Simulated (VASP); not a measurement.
Crystal: In.

```
CELL_PARAMETERS angstrom
-1.91945 1.91945 1.91945
1.91945 -1.91945 1.91945
1.91945 1.91945 -1.91945
ATOMIC_POSITIONS crystal
In 0.00000 0.00000 0.00000
```

This cell differs from its parent crystal: volume scaled by 1.06.

Base run:

- Program: VASP 6.6.1
- Functional: r2SCAN
- Potentials or basis: VASP PAW PBE potentials, release 64 (In_d)
- Cutoff: 550 eV
- k mesh: 10 × 10 × 10
- Occupations: fermi-dirac, width 0.05 eV
- Spin: no spin polarisation

Its results: pressure -2.0 GPa.

Task: The run is repeated on the same cell with these changes: functional from r2SCAN to PBEsol; cutoff from 550 eV to 520 eV. What comes out?

Result: Pressure -3.1 GPa.

Caveats: the PAW data sets were made with another functional, which shifts forces and pressure a little.
